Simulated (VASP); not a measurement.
Wanted: the native input for a VASP 6.6.1 run.

* Task: electric field gradients
* Functional: PBEsol
* Potentials or basis: VASP PAW PBE potentials, release 64 (Ta_pv, N)
* Cutoff: 520 eV
* k mesh: 9 × 9 × 5
* Occupations: fermi-dirac, width 0.01 eV
* Spin: no spin polarisation
* Dipole correction: no
* Further INCAR settings: ALGO = Normal; EDIFF = 1e-08; NBANDS = 24

The structure of TaN lies in POSCAR:

```
TaN
1.0
    2.9890010687      0.0000000000      0.0000000000
   -1.4945005344      2.5885508575      0.0000000000
    0.0000000000      0.0000000000      4.9400000000
Ta N
2 2
Direct
    0.3333333333      0.6666666667      0.0000000000
    0.6666666667      0.3333333333      0.5000000000
    0.3333333333      0.6666666667      0.3850000000
    0.6666666667      0.3333333333      0.8850000000
```

This cell differs from its parent crystal: equal xx and yy strain of -2 %.

These files were run (other wordings do the same):

INCAR

```
ALGO = Normal
EDIFF = 1E-8
ENCUT = 520
GGA = PS
GGA_COMPAT = F
ISIF = 2
ISMEAR = -1
LASPH = T
LCHARG = F
LEFG = T
LREAL = F
LWAVE = F
NBANDS = 24
NELM = 120
PREC = Accurate
SIGMA = 0.01
```

KPOINTS

```
k-points
0
Gamma
  9 9 5
```

Potentials or basis: VASP PAW PBE potentials, release 64 (Ta_pv, N).

Run with:

```bash
$ cat potpaw_PBE.64/Ta_pv/POTCAR potpaw_PBE.64/N/POTCAR > POTCAR
$ mpirun -np 1 vasp_std > vasp.out
```

It gave:

```json
{
 "Pressure": "162.2 GPa",
 "Largest force": "3.552 eV/Å",
 "Band gap on the k mesh": "zero (band 16 reaches 10.66 eV, above the bottom of band 17 at 8.28 eV)"
}
```

Caveat: the cell differs from its parent crystal (equal xx and yy strain of -2 %); without QUAD_EFG the Cq values of the log hold for a quadrupole moment of 1 mb, not for the nuclei; the PAW data sets were made with another functional, which shifts forces and pressure a little; spin-orbit coupling is left out, which moves the levels of the heavy elements.

Wall time 51 s on 1 thread of Intel Xeon 8259CL, on a shared host, peak memory 0.17 GiB.
